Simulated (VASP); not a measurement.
The system is TiN.

```
Ti N
1.0
     0.00000    2.04434    2.04434
     2.04434    0.00000    2.04434
     2.04434    2.04434    0.00000
Ti N
1 1
Direct
  0.00000 0.00000 0.00000
  0.50000 0.50000 0.50000
```

Base run:

```yaml
Program: VASP 6.6.1
Functional: PBEsol
Potentials_or_basis: VASP PAW PBE potentials, release 64 (Ti_sv, N)
Cutoff: 520 eV
k_mesh: 20 × 20 × 20
Occupations: gaussian, width 0.15 eV
Spin: collinear spin
Starting_moments: "[0.875, 0.0] μB"
Fixed_moment: 0.875 μB
```

Its results: pressure 37.8 GPa; site moments Ti +0.65; N +0.07 μB.

Problem. After a change of settings the same cell gave: pressure 40.2 GPa; site moments Ti +0.72; N +0.08 μB. Which change was it?
A. fixed moment from 0.875 μB to 0.375 μB; moments at the start from [0.88, 0.0] to [0.38, 0.0]
B. fixed moment from 0.875 μB to 0.625 μB; moments at the start from [0.88, 0.0] to [0.62, 0.0]
C. fixed moment from 0.875 μB to 1 μB; moments at the start from [0.88, 0.0] to [1.0, 0.0]
D. fixed moment from 0.875 μB to 0.25 μB; moments at the start from [0.88, 0.0] to [0.25, 0.0]

Solution. C.

Caveats: the cell stands under pressure; the PAW data sets were made with another functional, which shifts forces and pressure a little; the total moment is fixed, so each spin has its own Fermi level and the state may be an excited one.
